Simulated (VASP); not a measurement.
# Au (Cmcm) in VASP: notebook

Au is run at these levels: PBEsol; tasks: single point.

Program: VASP 6.6.1. These are calculated values, not measurements. Logs are shortened: lines on timing, memory, paths and dates and some standing lists are left out, and cuts for length are marked.

### 1 The cell of the first run

The structure is orthorhombic, space group Cmcm (No. 63). The conventional cell has a = 2.980 Å, b = 5.396 Å, c = 4.391 Å, α = 90.00°, β = 90.00°, γ = 90.00°. Au (site symmetry m2m) has 12 Au at 2.81 to 3.08 Å within 3.7 Å.

### 2 Single point, PBEsol

INCAR reads:

```
  ALGO = Fast
  EDIFF = 1E-6
  ENCUT = 520
  GGA = PS
  ISIF = 2
  ISMEAR = 0
  LASPH = True
  LCHARG = False
  LREAL = False
  LWAVE = False
  NBANDS = 18
  NELM = 60
  PREC = Accurate
  SIGMA = 0.15
```

KPOINTS reads:

```
k-points
0
Gamma
  22 22 12
```

POSCAR reads:

```
Au
1.0
    1.4898736278     -2.6982146394      0.0000000000
    1.4898736278      2.6982146394      0.0000000000
    0.0000000000      0.0000000000      4.3907248288
Au
2
Direct
    0.6653279700      0.3346720300      0.2500000000
    0.3346720300      0.6653279700      0.7500000000
```

Potentials or basis: VASP PAW PBE potentials, release 64 (Au).

Command:

```
cat potpaw_PBE.64/Au/POTCAR > POTCAR
mpirun -np 1 vasp_std > vasp.out
```

OUTCAR:

```text
EDIFF = 1E-6
   ENCUT = 520
   GGA = PS
   ISIF = 2
   ISMEAR = 0
   LASPH = True
   LREAL = False
   NELM = 60
   PREC = Accurate

 ion  position               nearest neighbor table
   1  0.665  0.335  0.250-   2 2.81   2 2.81   2 2.81   2 2.81   2 2.83   2 2.83
   2  0.335  0.665  0.750-   1 2.81   1 2.81   1 2.81   1 2.81   1 2.83   1 2.83

  LATTYP: Found a base centered orthorhombic cell.
 ALAT       =     2.9797472556
 B/A-ratio  =     1.8110359087
 C/A-ratio  =     1.4735225682

  Lattice vectors:

 A1 = (   1.4898736278,  -2.6982146394,   0.0000000000)
 A2 = (   1.4898736278,   2.6982146394,   0.0000000000)
 A3 = (   0.0000000000,   0.0000000000,   4.3907248288)

Analysis of symmetry for initial positions (statically):
=====================================================================
 Subroutine PRICEL returns:
 Original cell was already a primitive cell.

 Routine SETGRP: Setting up the symmetry group for a
 base centered orthorhombic supercell.

 Subroutine GETGRP returns: Found  8 space group operations
 (whereof  4 operations were pure point group operations)
 out of a pool of  8 trial point group operations.

The static configuration has the point symmetry C_2h.
 The point group associated with its full space group is D_2h.

Analysis of symmetry for dynamics (positions and initial velocities):
=====================================================================
 Subroutine PRICEL returns:
 Original cell was already a primitive cell.

 Routine SETGRP: Setting up the symmetry group for a
 base centered orthorhombic supercell.

 Subroutine GETGRP returns: Found  8 space group operations
 (whereof  4 operations were pure point group operations)
 out of a pool of  8 trial point group operations.

The dynamic configuration has the point symmetry C_2h.
 The point group associated with its full space group is D_2h.

 Subroutine INISYM returns: Found  8 space group operations
 (whereof  4 operations are pure point group operations),
 and found     1 'primitive' translations

----------------------------------------------------------------------------------------

                                     Primitive cell

  volume of cell :      35.3014

  direct lattice vectors                    reciprocal lattice vectors
     1.489873628 -2.698214639  0.000000000     0.335598933 -0.185307719  0.000000000
     1.489873628  2.698214639  0.000000000     0.335598933  0.185307719  0.000000000
     0.000000000  0.000000000  4.390724829     0.000000000  0.000000000  0.227752829

  length of vectors
     3.082220898  3.082220898  4.390724829     0.383360920  0.383360920  0.227752829

  position of ions in fractional coordinates (direct lattice)
     0.665327970  0.334672030  0.250000000
     0.334672030  0.665327970  0.750000000

  ion indices of the primitive-cell ions
   primitive index   ion index
                 1           1
                 2           2

----------------------------------------------------------------------------------------

 KPOINTS: k-points

Automatic generation of k-mesh.
 Grid dimensions read from file:
 generate k-points for:   22   22   12

 Generating k-lattice:

  Cartesian coordinates                     Fractional coordinates (reciprocal lattice)
     0.015254497 -0.008423078  0.000000000     0.045454545  0.000000000  0.000000000
     0.015254497  0.008423078  0.000000000     0.000000000  0.045454545  0.000000000
     0.000000000  0.000000000  0.018979402     0.000000000  0.000000000  0.083333333

  Length of vectors
     0.017425496  0.017425496  0.018979402

  Shift w.r.t. Gamma in fractional coordinates (k-lattice)
     0.000000000  0.000000000  0.000000000

 Subroutine IBZKPT returns following result:
 ===========================================

 Found    931 irreducible k-points:

 Following reciprocal coordinates:
            Coordinates               Weight
  0.000000  0.000000  0.000000      1.000000
  0.045455  0.000000  0.000000      4.000000
  0.090909  0.000000  0.000000      4.000000
  0.136364  0.000000  0.000000      4.000000
  0.181818  0.000000  0.000000      4.000000
  0.227273  0.000000  0.000000      4.000000
[... 16 lines left out ...]
  0.500000  0.045455  0.000000      4.000000
 -0.454545  0.045455  0.000000      4.000000
 [... further k-points ...]
   k-points           NKPTS =    931   k-points in BZ     NKDIM =    931   number of bands    NBANDS=     18
   number of dos      NEDOS =    301   number of ions     NIONS =      2
   total plane-waves  NPLWV =  20736
   dimension x,y,z NGX =    24 NGY =   24 NGZ =   36
   dimension x,y,z NGXF=    48 NGYF=   48 NGZF=   72
   ions per type =               2
   NGX,Y,Z   is equivalent  to a cutoff of  12.94, 12.94, 13.63 a.u.
   NGXF,Y,Z  is equivalent  to a cutoff of  25.89, 25.89, 27.26 a.u.
 SYSTEM =  unknown system
   PREC   = accura    normal or accurate (medium, high low for compatibility)
   ISTART =      0    job   : 0-new  1-cont  2-samecut
   ICHARG =      2    charge: 1-file 2-atom 10-const
   ISPIN  =      1    spin polarized calculation?
   LNONCOLLINEAR =      F non collinear calculations
   LSORBIT =      F    spin-orbit coupling
   LASPH  =      T    aspherical Exc in radial PAW
   ENCUT  =  520.0 eV  38.22 Ry    6.18 a.u.   5.73  5.73  8.16*2*pi/ulx,y,z
   NELM   =     60;   NELMIN=  2; NELMDL= -5     # of ELM steps
   EDIFF  = 0.1E-05   stopping-criterion for ELM
   LREAL  =      F    real-space projection
   EDIFFG = 0.1E-04   stopping-criterion for IOM
   NSW    =      0    number of steps for IOM
   IBRION =     -1    ionic relax: 0-MD 1-quasi-New 2-CG
   NFREE  =      0    steps in history (QN), initial steepest desc. (CG)
   ISIF   =      2    stress and relaxation
   ISYM   =      2    0-nonsym 1-usesym 2-fastsym
   POTIM  = 0.5000    time-step for ionic-motion
   TEBEG  =    0.0;   TEEND  =   0.0 temperature during run
   PSTRESS=    0.0 pullay stress
   NELECT =      22.0000    total number of electrons
   NUPDOWN=      -1.0000    fix difference up-down
   EMIN   =  10.00;   EMAX   =-10.00  energy-range for DOS
   EFERMI =   0.00;   METHOD = LEGACY
   ISMEAR =     0;   SIGMA  =   0.15  broadening in eV -4-tet -1-fermi 0-gaus
   EFERMI_NEDOS =   21; number of points for ismear=-14 and -15
   IALGO  =     68    algorithm
   IMIX   =      4    mixing-type and parameters
     AMIX     =   0.40;   BMIX     =  1.00
     AMIX_MAG =   1.60;   BMIX_MAG =  1.00
  volume/ion in A,a.u.               =      17.65       119.11
  Fermi-wavevector in a.u.,A,eV,Ry     =   1.398358  2.642513 26.604898  1.955405
  Thomas-Fermi vector in A             =   2.521524
   LORBIT       =      0    0 simple, 1 ext, 2 COOP (PROOUT), +10 PAW based schemes
   GGA     = PS    functional components
   LHFCALC =     F    Hartree Fock is set to
   AEXX    =    0.0000 exact exchange contribution
   IVDW    =     0    specifies the selected vdW correction
   LEPSILON=     F    determine dielectric tensor
   LRPA    =     F    only Hartree local field effects (RPA)
 non-spin polarized calculation
 RMM-DIIS sequential band-by-band and
 Gauss-broadening in eV      SIGMA  =   0.15
  energy-cutoff  :      520.00
  volume of cell :       35.30
 maximum number of plane-waves:       971
   NGX = 11   NGY = 11   NGZ = 17

 number of electron      22.0000000 magnetization

 Free energy of the ion-electron system (eV)
  ---------------------------------------------------
  ext. energy  EPLUGINS =         0.00000000
  ---------------------------------------------------
  free energy    TOTEN  =        -7.69598316 eV

  energy without entropy =       -7.68967835  energy(sigma->0) =       -7.69283075

 E-fermi :   8.6226     XC(G=0): -12.6626

 val. band max:        8.6187310406   @ k =  -0.4545   0.0909   0.5000
 cond. band min:       8.6278907098   @ k =  -0.2727   0.2727   0.3333
 fundamental gap:      0.0091596692
 Fermi energy:         8.6226387738

 k-point     1 :       0.0000    0.0000    0.0000
  band No.  band energies     occupation
      1      -0.8640      2.00000
      2       1.8884      2.00000
      3       4.0564      2.00000
      4       4.4483      2.00000
      5       4.5437      2.00000
      6       4.5885      2.00000
[... 10 lines left out ...]
     17      25.3958      0.00000
     18      26.4468      0.00000

 k-point     2 :       0.0455    0.0000    0.0000
  band No.  band energies     occupation
      1      -0.8067      2.00000
      2       1.9263      2.00000
      3       4.0705      2.00000
      4       4.4243      2.00000
      5       4.4854      2.00000
      6       4.5700      2.00000
[... 10 lines left out ...]
     17      25.6126      0.00000
     18      26.4609      0.00000

 k-point     3 :       0.0909    0.0000    0.0000
  band No.  band energies     occupation
      1      -0.6367      2.00000
      2       2.0343      2.00000
      3       4.0656      2.00000
      4       4.3536      2.00000
      5       4.4342      2.00000
      6       4.4752      2.00000
[... 10 lines left out ...]
     17      25.9476      0.00000
     18      26.4762      0.00000

 k-point     4 :       0.1364    0.0000    0.0000
  band No.  band energies     occupation
      1      -0.3606      2.00000
      2       2.1947      2.00000
      3       3.9626      2.00000
      4       4.2344      2.00000
      5       4.3168      2.00000
      6       4.5291      2.00000
[... 10 lines left out ...]
     17      26.2913      0.00000
     18      26.4254      0.00000

 k-point     5 :       0.1818    0.0000    0.0000
  band No.  band energies     occupation
      1       0.0088      2.00000
      2       2.3716      2.00000
      3       3.8278      2.00000
      4       4.0226      2.00000
      5       4.1509      2.00000
      6       4.7012      2.00000
[... 10 lines left out ...]
     17      25.4561      0.00000
     18      26.4207      0.00000

 k-point     6 :       0.2273    0.0000    0.0000
  band No.  band energies     occupation
      1       0.4492      2.00000
      2       2.5074      2.00000
      3       3.7305      2.00000
      4       3.7470      2.00000
      5       4.0068      2.00000
      6       4.7344      2.00000
[... 10 lines left out ...]
     17      24.6052      0.00000
     18      25.5232      0.00000

 k-point     7 :       0.2727    0.0000    0.0000
  band No.  band energies     occupation
      1       0.9231      2.00000
      2       2.5469      2.00000
      3       3.4268      2.00000
      4       3.7766      2.00000
      5       3.8714      2.00000
      6       4.8111      2.00000
[... 10 lines left out ...]
     17      23.8385      0.00000
     18      24.5716      0.00000

 k-point     8 :       0.3182    0.0000    0.0000
  band No.  band energies     occupation
      1       1.3726      2.00000
      2       2.4957      2.00000
      3       3.1499      2.00000
      4       3.7500      2.00000
      5       3.9285      2.00000
      6       4.9495      2.00000
[... 10 lines left out ...]
     17      23.1498      0.00000
     18      24.7252      0.00000
[... 229 lines left out ...]
     17      22.7947      0.00000
     18      24.3338      0.00000

 k-point    20 :       0.3636    0.0455    0.0000
  band No.  band energies     occupation
      1       1.9045      2.00000
      2       2.3871      2.00000
      3       2.8032      2.00000
      4       3.6152      2.00000
      5       4.2708      2.00000
      6       4.9919      2.00000
[... 10 lines left out ...]
     17      22.1814      0.00000
     18      23.7201      0.00000

 k-point    21 :       0.4091    0.0455    0.0000
  band No.  band energies     occupation
      1       2.0686      2.00000
      2       2.3115      2.00000
      3       2.6721      2.00000
      4       3.5573      2.00000
      5       4.5660      2.00000
      6       4.9636      2.00000
[... 10 lines left out ...]
     17      21.6233      0.00000
     18      23.2847      0.00000

 k-point    22 :       0.4545    0.0455    0.0000
  band No.  band energies     occupation
      1       2.1366      2.00000
      2       2.2696      2.00000
      3       2.6076      2.00000
      4       3.5296      2.00000
      5       4.7582      2.00000
      6       4.9488      2.00000
[... 10 lines left out ...]
     17      21.2561      0.00000
     18      23.0643      0.00000

 k-point    23 :       0.5000    0.0455    0.0000
  band No.  band energies     occupation
      1       2.1313      2.00000
      2       2.2707      2.00000
      3       2.6117      2.00000
      4       3.5327      2.00000
      5       4.7665      2.00000
      6       4.9474      2.00000
[... 10 lines left out ...]
     17      21.2799      0.00000
     18      23.0573      0.00000

 k-point    24 :      -0.4545    0.0455    0.0000
  band No.  band energies     occupation
      1       2.0541      2.00000
      2       2.3129      2.00000
      3       2.6846      2.00000
      4       3.5660      2.00000
      5       4.5844      2.00000
      6       4.9599      2.00000
[... 10 lines left out ...]
     17      21.6835      0.00000
     18      23.2654      0.00000

 [... further k-points ...]

------------------------ aborting loop because EDIFF is reached ----------------------------------------

  FORCE on cell =-STRESS in cart. coord.  units (eV):
  Direction    XX          YY          ZZ          XY          YZ          ZX
  --------------------------------------------------------------------------------------
  -------------------------------------------------------------------------------------
  Total       -1.2325947     -1.3342012      0.7878233      0.0000000      0.0000000      0.0000000
  in kB      -55.9420980    -60.5535700     35.7558633      0.0000000      0.0000000      0.0000000
  external PRESSURE =     -26.9132682 kB  Pullay stress =       0.0000000 kB

 VOLUME and BASIS-vectors are now :
 -----------------------------------------------------------------------------
  energy-cutoff  :      520.00
  volume of cell :       35.30
      direct lattice vectors                 reciprocal lattice vectors
     1.489873628 -2.698214639  0.000000000     0.335598933 -0.185307719  0.000000000
     1.489873628  2.698214639  0.000000000     0.335598933  0.185307719  0.000000000
     0.000000000  0.000000000  4.390724829     0.000000000  0.000000000  0.227752829

 POSITION                                       TOTAL-FORCE (eV/Angst)
 -----------------------------------------------------------------------------------
      1.48987     -0.89218      1.09768         0.000000      0.093905     -0.000000
      1.48987      0.89218      3.29304         0.000000     -0.093905      0.000000
 -----------------------------------------------------------------------------------
    total drift:                                0.000000      0.000000     -0.000000

  FREE ENERGIE OF THE ION-ELECTRON SYSTEM (eV)
  ---------------------------------------------------
  free  energy   TOTEN  =        -7.6959831577 eV

  energy  without entropy=       -7.6896783505  energy(sigma->0) =       -7.69283075
```

Run time: 7.3 min. Hardware: 1 thread of Intel Xeon 8259CL, shared host; peak memory 0.55 GiB.

Results:

- Free energy: -7.6960 eV
- Pressure: -2.7 GPa
- Largest force: 0.094 eV/Å
- Band gap on the k mesh: zero (bands 11 and 12 overlap by 6.05 eV)

Forces on the atoms (eV/Å):
```
Au   0.000  0.094  0.000
Au   0.000 -0.094  0.000
```

Levels at points of the mesh, in eV from the Fermi level:
```tsv
k point	band 7	band 8	band 9	band 10	band 11	band 12	band 13	band 14	band 15	band 16
(0.00, 0.00, 0.00)	-4.02	-3.68	-3.65	-2.03	-1.99	0.25	4.59	13.59	15.71	16.47
(0.50, 0.00, 0.00)	-3.23	-2.30	-1.92	-1.44	-0.03	0.87	7.06	8.19	8.26	8.38
(0.50, 0.50, 0.00)	-3.50	-2.38	-1.96	-1.43	-0.34	0.44	6.79	7.95	8.14	9.28
(0.00, 0.00, 0.50)	-4.23	-4.23	-2.47	-2.47	-2.30	-2.30	13.40	13.40	14.52	14.52
(0.50, 0.00, 0.50)	-2.36	-2.36	-2.00	-2.00	0.47	0.47	3.83	3.83	12.35	12.35
(0.50, 0.50, 0.50)	-2.33	-2.33	-2.07	-2.07	0.09	0.09	3.40	3.40	13.40	13.40
```

Caveat: the stress differs along the axes, from -6 to 4 GPa; the PAW data sets were made with another functional, which shifts forces and pressure a little; spin-orbit coupling is left out, which moves the levels of the heavy elements.

[end of part 1 of 2]
